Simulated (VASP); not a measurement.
Wanted: the native input for a VASP 6.6.1 run.

```
Task                   : relaxation of cell and atoms
Functional             : PBEsol
Potentials or basis    : VASP PAW PBE potentials, release 64 (Cd, H)
Cutoff                 : 600 eV
k mesh                 : 8 × 8 × 8
Occupations            : gaussian, width 0.1 eV
Spin                   : no spin polarisation
Dipole correction      : no
Further INCAR settings : ALGO = Normal; EDIFF = 1e-06; IBRION = 2; EDIFFG = -0.015; NSW = 80; ISIF = 3
```

The structure of CdH lies in POSCAR:

```
CdH
1.0
    4.7060991987      0.0000000000      0.0000000000
    0.0000000000     -4.7060991987      0.0000000000
    0.0000000000      0.0000000000     -4.7060991987
Cd H
4 4
Direct
    0.0000000000      0.5000000000      0.5000000000
    0.5000000000      0.0000000000      0.5000000000
    0.5000000000      0.5000000000      0.0000000000
    0.0000000000      1.0000000000      1.0000000000
    0.5000000000      0.0000000000      0.0000000000
    0.0000000000      0.5000000000      0.0000000000
    0.0000000000      0.0000000000      0.5000000000
    0.5000000000      0.5000000000      0.5000000000
```

The input as run:

INCAR

```
PREC = Accurate ; ENCUT = 600
EDIFF = 1E-6 ; ISMEAR = 0
SIGMA = 0.1 ; LREAL = F
LASPH = T ; NELM = 100
ALGO = Normal ; ISIF = 3
LWAVE = F ; LCHARG = F
GGA = PS ; IBRION = 2
NSW = 80 ; EDIFFG = -0.015
```

KPOINTS

```
regular mesh
0
Gamma
  8 8 8
```

Potentials or basis: VASP PAW PBE potentials, release 64 (Cd, H).

Launch:

```console
$ cat potpaw_PBE.64/Cd/POTCAR potpaw_PBE.64/H/POTCAR > POTCAR
$ mpirun -np 1 vasp_std > vasp.out
```

It gave:

- Relaxed volume: 13.09 Å³/atom
- Relaxed cell: a = 4.713 Å, b = 4.713 Å, c = 4.713 Å, α = 90.00°, β = 90.00°, γ = 90.00°
- Space group after relaxing (to 0.1 Å): Fm-3m (No. 225)
- Energy gained by relaxing: 0.1 meV/atom
- Ionic steps: 2
- Pressure after relaxing: 0.1 GPa
- Band gap on the k mesh: zero (bands 26 and 27 overlap by 2.90 eV)

Caveat: the PAW data sets were made with another functional, which shifts forces and pressure a little.

Run time: 3.2 min on 1 thread of Intel(R) Xeon(R) Platinum 8259CL CPU @ 2.50GHz (Skylake/Cascade Lake), on a shared host, peak memory 0.31 GiB.
